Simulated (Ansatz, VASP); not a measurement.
# One calculation of InAs, two programs

File INCAR:

```
  ALGO = Normal
  EDIFF = 1E-7
  ENCUT = 520
  GGA = PE
  ISIF = 2
  ISMEAR = 0
  LASPH = True
  LCHARG = False
  LREAL = False
  LWAVE = False
  NBANDS = 16
  NELM = 100
  PREC = Accurate
  SIGMA = 0.026000000000000002
```

Contents of KPOINTS:

```
k-points
0
Gamma
  8 8 8
```

POSCAR

```
InAs
1.0
    0.0000000000      3.0180000000      3.0180000000
    3.0180000000      0.0000000000      3.0180000000
    3.0180000000      3.0180000000      0.0000000000
In As
1 1
Direct
    0.0000000000      0.0000000000      0.0000000000
    0.7500000000      0.7500000000      0.7500000000
```

Contents of input.yaml:

```yaml
crystal:
  lattice:
    - [0.0, 3.018, 3.018]
    - [3.018, 0.0, 3.018]
    - [3.018, 3.018, 0.0]
  atoms:
    - { symbol: In, position: [0.0, 0.0, 0.0] }
    - { symbol: As, position: [0.75, 0.75, 0.75] }
kpoints:
  mp_grid: { grid: [8, 8, 8] }
scf:
  occupations: { method: gaussian, width: 0.026 }
hamiltonian:
  xc: pbe
  pseudopotentials: { kind: all_electron, lapw: { basis_error: 0.001 } }
output:
  forces: true
  stress: true
  eigenvalues: true
```

Alike in both runs: task single point; functional PBE; k mesh 8 × 8 × 8; occupations gaussian, width 0.026 eV; no spin polarisation.

```csv
,VASP,Ansatz
version,VASP 6.6.1,Ansatz 0.2.0
potentials or method,"VASP PAW PBE potentials, release 64 (In_d, As), cutoff 520 eV","all-electron LAPW, scalar-relativistic"
```

|  | VASP | Ansatz | Ansatz less VASP |
| --- | --- | --- | --- |
| gap on the k mesh at the Fermi level (eV) | none | none | - |
| pressure (GPa) | 4.4 | 4.3 | -0.06 |

A gap of «none» marks a metal or a gap that the smearing closes. Ansatz ran all-electron here, and VASP with PAW potentials.
